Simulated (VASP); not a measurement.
# Al24O35 (a cell with a defect) in VASP: notebook

The runs below take Al24O35 (a cell with a defect) through single point, relaxation of the atoms, with PBE.

All numbers are computed with VASP 6.6.1; they aren't measurements. Logs are shortened: lines on timing, memory, paths and dates and some standing lists are left out, and cuts for length are marked.

## 1. The cell of the first run

The cell holds a defect, 59 atoms: a = 8.329 Å, b = 8.549 Å, c = 8.549 Å, α = 115.07°, β = 99.34°, γ = 99.34°.

## 2. Single point, PBE, collinear spin (atoms taken out, then relaxed in part)

Input file INCAR:

```
PREC     = Accurate       # precision mode
ENCUT    = 520            # plane-wave cutoff, eV
EDIFF    = 1E-7           # SCF threshold, eV
ISMEAR   = 0              # smearing method
SIGMA    = 0.01           # smearing width, eV
LREAL    = Auto         
LASPH    = True           # aspherical terms in the spheres
NELM     = 150            # most SCF steps
ALGO     = Normal         # electronic algorithm
ISIF     = 2              # what is computed and relaxed
LWAVE    = False          # write WAVECAR
LCHARG   = False          # write CHGCAR
ISPIN    = 2              # spin polarisation
MAGMOM   = 0 0 0.25 0 0 0 0 0 0.25 0 0 0 0.25 0 0 0 0 0 0 0 0 0 0 0.25 0 0 0 0 0 0 0 0 0 0 0 0 0 0 0 0 0 0 0 0 0 0 0 0 0 0 0 0 0 0 0 0 0 0 0 # initial moments
LORBIT   = 11             # projections on sites
GGA      = PE             # functional
NELECT   = 281.0        
NBANDS   = 180            # bands
LUSENCCL = False
```

Input file KPOINTS:

```
Automatic mesh
0
Gamma
  2 2 2
  0.5 0.5 0.5
```

Input file POSCAR:

```
Al24O35
1.0
    0.0000000000      8.3289290079      0.0000000000
    7.2130641072     -1.3881548346     -4.3744984180
   -7.2130641072     -1.3881548346     -4.3744984180
Al O
24 35
Direct
    0.8239399832      0.8042450951      0.1379461622
    0.3247257268      0.6378613945      0.3049699787
    0.8198451651      0.1253004144      0.8023798630
    0.3236112390      0.9731285322      0.9708864563
    0.8229771765      0.4718493585      0.4733851804
    0.3202697496      0.3041387016      0.6372643483
    0.9252862489      0.1116276664      0.4453265050
    0.4245037622      0.9446008949      0.6117086405
    0.9293815496      0.4471886022      0.1242723683
    0.4256183212      0.2786883154      0.2764471338
    0.9262502573      0.7761894046      0.7777242318
    0.4289575929      0.6123043941      0.9454282866
    0.6638132471      0.3563264150      0.6832749910
    0.1751752504      0.1962134961      0.8614270443
    0.6754743022      0.6941591846      0.3617447609
    0.1765320010      0.5282309055      0.5288717449
    0.6753039160      0.0271357404      0.0286080485
    0.1764817778      0.8653596829      0.1984150579
    0.5727455714      0.0511577058      0.3842140426
    0.0737537857      0.8878240977      0.5554110932
    0.5740525630      0.3881415734      0.0533577240
    0.0739225054      0.2209614767      0.2224354576
    0.5726938552      0.7206994846      0.7213389751
    0.0854186619      0.5663026757      0.8932495485
    0.3746138014      0.2274144680      0.0221570942
    0.8746131020      0.7266404513      0.5229322763
    0.3746136618      0.5599093295      0.6896641014
    0.8746143192      0.0605448864      0.1890255297
    0.3746135141      0.8931208151      0.3564494819
    0.5279825768      0.4065182680      0.8411483638
    0.0237457686      0.2448760758      0.0064220915
    0.5280014208      0.7408650817      0.5096407963
    0.0283010325      0.5741179316      0.6778304837
    0.5285654153      0.0752425155      0.1757772196
    0.0273116099      0.9075301272      0.3433858208
    0.7209270793      0.5717426963      0.6754549403
    0.2212447384      0.4084232824      0.8430522392
    0.7219158531      0.9061876749      0.3420418174
    0.2212269859      0.7399344145      0.5087091563
    0.7254792514      0.2431522846      0.0046993346
    0.2206644378      0.0737984743      0.1743344661
    0.6254053038      0.7727783806      0.9771329298
    0.1225327622      0.6042242121      0.1411054238
    0.6266893458      0.1084628145      0.6453458209
    0.1232963294      0.9404310587      0.8105361406
    0.6259308488      0.4390386380      0.3091447499
    0.1238236585      0.2724395666      0.4767919568
    0.9716110554      0.7558454082      0.9894338711
    0.4730413702      0.5924597044      0.1569368067
    0.9692878552      0.0970396130      0.6599994685
    0.4727335378      0.9271394213      0.8243362367
    0.9719498897      0.4253019251      0.3279649935
    0.4685527229      0.2569430623      0.4879949241
    0.7799381702      0.5895708327      0.1525336562
    0.2764952517      0.4252392440      0.3224323710
    0.7772769918      0.9216102370      0.8242711417
    0.2806770816      0.7615796246      0.9926306054
    0.7776180948      0.2601380039      0.4937283565
    0.2761864561      0.0926348003      0.6571125034
```

Potentials or basis: VASP PAW PBE potentials, release 64 (Al, O).

The run is started by

```
$ cat potpaw_PBE.64/Al/POTCAR potpaw_PBE.64/O/POTCAR > POTCAR
$ mpirun -np 1 vasp_std > vasp.out
```

OUTCAR:

```text
PREC = Accurate
   ENCUT = 520
   EDIFF = 1E-7
   ISMEAR = 0
   LREAL = Auto
   LASPH = True
   NELM = 150
   ISIF = 2
   ISPIN = 2
   LORBIT = 11
   GGA = PE
   NELECT = 281.0

 ion  position               nearest neighbor table
   1  0.824  0.804  0.138-  42 1.87  54 1.87  48 1.88  38 1.99  35 1.99  28 2.00   7 2.69  17 2.82
                            18 2.82  15 2.83  12 3.23  11 3.25   9 3.27
   2  0.325  0.638  0.305-  55 1.87  49 1.88  43 1.90  32 1.99  29 1.99  39 2.00   8 2.68  15 2.81
                            16 2.82  18 2.84   9 3.22  10 3.23  12 3.26
   3  0.820  0.125  0.802-  56 1.81  50 1.85  44 1.86  40 1.96  31 1.98  17 2.77   9 2.82  14 2.84
                            13 2.96  11 3.18   8 3.22   7 3.27
   4  0.324  0.973  0.971-  51 1.87  45 1.88  57 1.88  25 1.98  41 1.99  34 2.00  10 2.67  17 2.82
                            14 2.82  18 2.84   8 3.23  11 3.25  12 3.27
   5  0.823  0.472  0.473-  52 1.87  46 1.87  58 1.87  36 1.97  26 1.99  33 2.00  11 2.66  13 2.79
                            15 2.82  16 2.83   9 3.18   7 3.25  10 3.25
   6  0.320  0.304  0.637-  47 1.86  59 1.87  53 1.89  37 1.99  27 1.99  30 2.01  12 2.70  13 2.76
                            16 2.80  14 2.81   7 3.23   8 3.26  10 3.27
   7  0.925  0.112  0.445-  47 1.87  50 1.87  58 1.88  35 1.99  38 1.99  28 2.00   1 2.69  22 2.82
                            19 2.82  20 2.83   6 3.23   5 3.25   3 3.27
   8  0.425  0.945  0.612-  51 1.87  59 1.88  44 1.90  39 1.99  29 1.99  32 2.00   2 2.68  20 2.81
                            23 2.82  19 2.84   3 3.22   4 3.23   6 3.26
   9  0.929  0.447  0.124-  52 1.81  54 1.85  43 1.86  31 1.96  40 1.98  22 2.77   3 2.82  21 2.84
                            24 2.96   5 3.18   2 3.22   1 3.27
  10  0.426  0.279  0.276-  55 1.87  46 1.88  53 1.88  25 1.98  34 1.99  41 2.00   4 2.67  22 2.82
                            21 2.82  19 2.84   2 3.23   5 3.25   6 3.27
  11  0.926  0.776  0.778-  56 1.87  45 1.87  48 1.87  33 1.97  26 1.99  36 2.00   5 2.66  24 2.79
                            20 2.82  23 2.83   3 3.18   1 3.25   4 3.25
  12  0.429  0.612  0.945-  42 1.86  49 1.87  57 1.89  30 1.99  27 1.99  37 2.01   6 2.70  24 2.76
                            23 2.80  21 2.81   1 3.23   2 3.26   4 3.27
  13  0.664  0.356  0.683-  30 1.86  36 1.86  53 1.90  58 1.96  44 1.97  19 2.64   6 2.76   5 2.79
                             3 2.96  23 3.22  21 3.28
  14  0.175  0.196  0.861-  37 1.87  25 1.88  31 1.88  59 1.99  50 1.99  45 2.00  20 2.69   6 2.81
                             4 2.82   3 2.84  21 3.26  22 3.26  24 3.28
  15  0.675  0.694  0.362-  32 1.87  26 1.87  38 1.88  49 1.98  46 1.99  54 2.04  21 2.69   2 2.81
                             5 2.82   1 2.83  19 3.24  23 3.25  20 3.26
  16  0.177  0.528  0.529-  27 1.87  39 1.87  33 1.88  52 1.98  47 1.99  55 2.00  22 2.68   6 2.80
                             2 2.82   5 2.83  24 3.22  23 3.24  20 3.25
  17  0.675  0.027  0.029-  34 1.86  28 1.87  40 1.93  42 1.98  51 1.98  56 2.00  23 2.68   3 2.77
                             4 2.82   1 2.82  19 3.22  22 3.26  21 3.26
  18  0.176  0.865  0.198-  41 1.86  35 1.86  29 1.87  48 2.01  57 2.01  43 2.03  24 2.64   1 2.82
[... 46 lines left out ...]
  58  0.778  0.260  0.494-   5 1.87   7 1.88  13 1.96  19 2.01
  59  0.276  0.093  0.657-   6 1.87   8 1.88  20 1.98  14 1.99

  LATTYP: Found a base centered monoclinic cell.
 ALAT       =     9.1789346340
 B/A-ratio  =     1.5716560570
 C/A-ratio  =     0.9073960476
 COS(beta)  =    -0.3024653492

  Lattice vectors:

 A1 = (   7.2130641072,  -1.3881548346,  -4.3744984180)
 A2 = (  -7.2130641072,  -1.3881548346,  -4.3744984180)
 A3 = (   0.0000000000,   8.3289290079,   0.0000000000)

Analysis of symmetry for initial positions (statically):
=====================================================================
 Subroutine PRICEL returns:
 Original cell was already a primitive cell.

 Routine SETGRP: Setting up the symmetry group for a
 base centered monoclinic supercell.

[... 43 lines left out ...]
  ---------------------------------------------------
  free energy    TOTEN  =      -445.90190808 eV

  energy without entropy =     -445.90190808  energy(sigma->0) =     -445.90190808

 E-fermi :   8.2231     XC(G=0): -11.4332

 val. band max:        8.1690617148   @ k =   0.2500   0.2500   0.2500
 cond. band min:       9.6403640082   @ k =   0.2500  -0.2500   0.2500
 fundamental gap:      1.4713022934
 Fermi energy:         8.2230694233

 spin component 1

 k-point     1 :       0.2500    0.2500    0.2500
  band No.  band energies     occupation
      1     -12.8822      1.00000
      2     -12.7349      1.00000
      3     -12.6626      1.00000
      4     -12.6372      1.00000
      5     -12.1312      1.00000
      6     -12.0717      1.00000
[... 454 lines left out ...]
    151      14.9786      0.00000
    152      15.0364      0.00000
 Fermi energy:         8.2230694233

 spin component 2

 k-point     1 :       0.2500    0.2500    0.2500
  band No.  band energies     occupation
      1     -12.8728      1.00000
      2     -12.7275      1.00000
      3     -12.6531      1.00000
      4     -12.6215      1.00000
      5     -12.1210      1.00000
      6     -12.0590      1.00000
[... 454 lines left out ...]
    151      15.0056      0.00000
    152      15.0621      0.00000
 [bands above 152 left out]

------------------------ aborting loop because EDIFF is reached ----------------------------------------

  FORCE on cell =-STRESS in cart. coord.  units (eV):
  Direction    XX          YY          ZZ          XY          YZ          ZX
  --------------------------------------------------------------------------------------
  -------------------------------------------------------------------------------------
  Total       -9.7138163    -10.9953876    -12.0404949      0.0000000     -1.0514438      0.0000000
  in kB      -29.6096489    -33.5161337    -36.7018291      0.0000000     -3.2050102      0.0000000
  external PRESSURE =     -33.2758706 kB  Pullay stress =       0.0000000 kB

 VOLUME and BASIS-vectors are now :
 -----------------------------------------------------------------------------
  energy-cutoff  :      520.00
  volume of cell :      525.61
      direct lattice vectors                 reciprocal lattice vectors
     0.000000000  8.328929008  0.000000000     0.000000000  0.120063456 -0.038099606
     7.213064107 -1.388154835 -4.374498418     0.069318669  0.000000000 -0.114298818
    -7.213064107 -1.388154835 -4.374498418    -0.069318669  0.000000000 -0.114298818

 POSITION                                       TOTAL-FORCE (eV/Angst)
 -----------------------------------------------------------------------------------
      4.80606      5.55463     -4.12161        -0.001334     -0.003647     -0.000518
      2.40117      1.39582     -4.12441         0.002110     -0.000652      0.005879
     -4.88382      5.54067     -4.05814         0.000404     -0.001786     -0.004040
      0.01617     -0.00326     -8.50409        -0.004756     -0.001504      0.004553
     -0.01108      5.54239     -4.13493         0.003336      0.000212      0.006783
     -2.40286      1.36069     -4.11817         0.005449      0.005124      0.010311
[... 51 lines left out ...]
     -1.68490      5.43024     -3.29779         0.000801     -0.005083     -0.007400
     -4.07161      1.25957     -3.27977        -0.006999     -0.000191      0.004337
 -----------------------------------------------------------------------------------
    total drift:                               -0.015033      0.070251      0.773968

  FREE ENERGIE OF THE ION-ELECTRON SYSTEM (eV)
  ---------------------------------------------------
  free  energy   TOTEN  =      -445.9019080828 eV

  energy  without entropy=     -445.9019080828  energy(sigma->0) =     -445.90190808

 total charge

# of ion       s       p       d       tot
------------------------------------------
    1        0.304   0.382   0.000   0.686
    2        0.304   0.379   0.000   0.683
    3        0.318   0.389   0.000   0.707
    4        0.304   0.382   0.000   0.687
    5        0.305   0.386   0.000   0.691
    6        0.306   0.385   0.000   0.691
[... 51 lines left out ...]
   58        1.548   3.614   0.000   5.162
   59        1.546   3.621   0.000   5.167
--------------------------------------------------
tot         61.501 135.864   0.000 197.365

 magnetization (x)

# of ion       s       p       d       tot
------------------------------------------
    1       -0.000  -0.000   0.000  -0.000
    2        0.001   0.001   0.000   0.002
    3        0.003   0.008   0.000   0.012
    4        0.000   0.000   0.000   0.000
    5       -0.000  -0.000   0.000  -0.000
    6        0.000   0.000   0.000   0.000
[... 51 lines left out ...]
   58        0.002   0.018   0.000   0.020
   59        0.000   0.000   0.000   0.001
--------------------------------------------------
tot          0.064   0.260   0.000   0.324
```

Wall time 2 min (1 × NVIDIA H100 80GB with 1 thread of AMD EPYC 7R13 (Zen 3), shared host); peak memory 1.8 GiB.

Results:

```
Free energy                                           : -445.9019 eV
Largest force                                         : 0.014 eV/Å
Net moment                                            : 1.00 μB per cell
Site moments                                          : Al -0.00, +0.00, +0.01, +0.04 (each value once); O +0.00, +0.01, +0.02, -0.00 (each value once) μB
Valence electrons inside the program's atomic spheres : Al 0.69, 0.68, 0.71, 0.70 (each value once); O 5.17, 5.15, 5.16, 5.19 (each value once)
```

Forces in eV/Å, atoms in the order of the input:
```
Al  -0.001 -0.004 -0.001
Al   0.002 -0.001  0.006
Al   0.000 -0.002 -0.004
Al  -0.005 -0.002  0.005
Al   0.003  0.000  0.007
Al   0.005  0.005  0.010
Al  -0.001  0.004  0.001
Al   0.002  0.001 -0.006
Al   0.000  0.002  0.004
Al  -0.005  0.002 -0.005
Al   0.003  0.000 -0.007
Al   0.005 -0.005 -0.010
Al  -0.001 -0.006  0.003
Al  -0.002  0.007 -0.006
Al   0.003 -0.003 -0.003
Al   0.002  0.007 -0.001
Al  -0.001  0.000 -0.001
Al  -0.003  0.005 -0.008
Al  -0.003 -0.005  0.008
Al   0.003  0.003  0.003
Al  -0.002 -0.007  0.006
Al  -0.001  0.000  0.001
Al   0.002 -0.007  0.001
Al  -0.001  0.006 -0.003
O    0.002  0.000  0.000
O   -0.001  0.000  0.000
O    0.000  0.000  0.000
O   -0.003  0.000  0.000
O   -0.003  0.000  0.000
O   -0.004 -0.001 -0.009
O    0.003  0.005 -0.001
O    0.001  0.001  0.001
O   -0.002 -0.008  0.006
O    0.004 -0.005  0.000
O    0.002  0.000  0.001
O   -0.002  0.008 -0.006
O   -0.004  0.001  0.009
O    0.002  0.000 -0.001
O    0.001 -0.001 -0.001
O    0.003 -0.005  0.001
O    0.004  0.005  0.000
O    0.001 -0.001 -0.008
O    0.000 -0.003  0.002
O    0.000  0.003 -0.002
O    0.002 -0.001  0.001
O    0.002  0.001 -0.001
O    0.001  0.001  0.008
O    0.001  0.005  0.007
O   -0.007  0.000 -0.004
O    0.001  0.000  0.006
O   -0.004 -0.003 -0.004
O    0.000  0.007  0.003
O    0.002 -0.012  0.008
O    0.001  0.000 -0.006
O   -0.004  0.003  0.004
O    0.000 -0.007 -0.003
O    0.002  0.012 -0.008
O    0.001 -0.005 -0.007
O   -0.007  0.000  0.004
```

Caveat: the cell carries a net charge on a neutralising background, which shifts energy and pressure; the cell differs from its parent crystal (atoms taken out, then relaxed in part); the cell is charged against a uniform background, so pressure and absolute levels hang on convention.

(Part 1 of 2 ends here.)
